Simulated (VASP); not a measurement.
Wanted: the native input for a VASP 6.6.1 run.

```yaml
Task: single point
Functional: LDA
Potentials_or_basis: VASP PAW LDA potentials, release 64 (Ca_sv, Se)
Cutoff: 520 eV
k_mesh: 6 × 6 × 2
Occupations: gaussian, width 0.01 eV
Spin: no spin polarisation
Dipole_correction: no
Further_INCAR_settings: ALGO = Normal; EDIFF = 1e-06; NBANDS = 24
```

The structure of CaSe lies in POSCAR:

```
CaSe
1.0
    4.1316821748      0.0000000000      0.0000000000
   -2.0658410874      3.5781417237      0.0000000000
    0.0000000000      0.0000000000      7.1625032124
Ca Se
2 2
Direct
    0.0000000000      0.0000000000      0.0000000000
    0.0000000000      0.0000000000      0.5000000000
    0.3333333333      0.6666666667      0.2500000000
    0.6666666667      0.3333333333      0.7500000000
```

These files were run (other wordings do the same):

INCAR

```
SYSTEM = CaSe
PREC = Accurate
ENCUT = 520
EDIFF = 1E-6
ISMEAR = 0
SIGMA = 0.01
LREAL = .False.
LASPH = .True.
NELM = 60
ALGO = Normal
ISIF = 2
LWAVE = .False.
LCHARG = .True.
LELF = .True.
LVHAR = .True.
NBANDS = 24
```

KPOINTS

```
regular mesh
0
Gamma
  6 6 2
  0 0 0
```

Potentials or basis: VASP PAW LDA potentials, release 64 (Ca_sv, Se).

Command:

```console
$ cat potpaw_LDA.64/Ca_sv/POTCAR potpaw_LDA.64/Se/POTCAR > POTCAR
$ mpirun -np 1 vasp_std > vasp.out
```

It gave:

* Pressure: -3.2 GPa
* Band gap on the k mesh: 2.03 eV, indirect (least direct gap 2.26 eV)

Caveat: the k points lie up to 0.44 Å⁻¹ apart.

Run time: 72 s on 1 thread of AMD EPYC 7R13, on a shared host, peak memory 0.17 GiB.
